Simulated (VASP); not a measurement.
The system is TiCo3.

```
CELL_PARAMETERS angstrom
3.57100 0.00000 0.00000
0.00000 3.57100 0.00000
0.00000 0.00000 3.57100
ATOMIC_POSITIONS crystal
Ti 0.00000 0.00000 0.00000
Co 0.00000 0.50000 0.50000
Co 0.50000 0.00000 0.50000
Co 0.50000 0.50000 0.00000
```

Base run:

- Program: VASP 6.6.1
- Functional: PBEsol
- Potentials or basis: VASP PAW PBE potentials, release 64 (Ti_sv, Co)
- Cutoff: 520 eV
- k mesh: 10 × 10 × 10
- Occupations: fermi-dirac, width 0.05 eV
- Spin: collinear spin, ferromagnetic start
- Starting moments: [0.0, 2.0, 2.0, 2.0] μB

Its results: pressure -7.9 GPa.

The run is repeated on the same cell with these changes: spin from collinear spin, ferromagnetic start to no spin polarisation; further incar settings from ALGO = Normal; EDIFF = 1e-07; NBANDS = 32 to ALGO = Normal; EDIFF = 1e-07; NBANDS = 28. What comes out?

Pressure -8.9 GPa.

Caveats: the PAW data sets were made with another functional, which shifts forces and pressure a little.
